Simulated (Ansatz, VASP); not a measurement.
## Ir in VASP and in Ansatz

File INCAR:

```
SYSTEM = Ir
PREC     = Accurate       ! precision mode
ENCUT    = 500            ! plane-wave cutoff, eV
EDIFF    = 1E-6           ! SCF threshold, eV
ISMEAR   = -1             ! smearing method
SIGMA    = 0.05           ! smearing width, eV
LREAL    = .FALSE.        ! projectors in reciprocal space
LASPH    = .TRUE.         ! aspherical terms in the spheres
NELM     = 120            ! most SCF steps
ALGO     = Normal         ! electronic algorithm
ISIF     = 2              ! what is computed and relaxed
LWAVE    = .FALSE.        ! write WAVECAR
LCHARG   = .FALSE.        ! write CHGCAR
NBANDS   = 14             ! bands
GGA_COMPAT= .FALSE.
```

File KPOINTS:

```
Automatic mesh
0
G
  12 12 12
  0 0 0
```

File POSCAR:

```
Ir
1.0
    0.0000000000      1.9408081540      1.9408081540
    1.9408081540      0.0000000000      1.9408081540
    1.9408081540      1.9408081540      0.0000000000
Ir
1
Direct
    0.0000000000      0.0000000000      0.0000000000
```

Contents of input.yaml:

```yaml
crystal:
  lattice:
    - [0.0, 1.940808154, 1.940808154]
    - [1.940808154, 0.0, 1.940808154]
    - [1.940808154, 1.940808154, 0.0]
  atoms:
    - { symbol: Ir, position: [0.0, 0.0, 0.0] }
hamiltonian:
  xc: lda
  pseudopotentials: { kind: paw }
kpoints:
  mp_grid: { grid: [12, 12, 12] }
scf:
  occupations: { method: fermi_dirac, width: 0.05 }
output:
  forces: true
  stress: true
  eigenvalues: true
  write_density: true
  write_potential: true
  elf: true
  volumetric_format: npy
```

Alike in both runs: task single point; functional LDA; k mesh 12 × 12 × 12; occupations fermi-dirac, width 0.05 eV; no spin polarisation.

|  | VASP | Ansatz |
| --- | --- | --- |
| version | VASP 6.6.1 | Ansatz 0.2.0 |
| potentials or method | VASP PAW LDA potentials, release 64 (Ir_sv_GW) | Ansatz PAW |
| plane-wave cutoff (eV) | 500 | 420 |
| valence electrons in the cell | 17 | 17 |

Ansatz gave:

| Quantity | Value |
| --- | --- |
| gap on the k mesh at the Fermi level (eV) | none |
| pressure (GPa) | -19.8 |

Problem. Estimate VASP's values.

Solution. gap on the k mesh at the Fermi level (eV): none; pressure (GPa): -21.6.

LDA's correlation is that of Perdew and Zunger in VASP and of Perdew and Wang (1992) in Ansatz. A gap of «none» marks a metal or a gap that the smearing closes.

Neither program's run includes spin-orbit coupling.
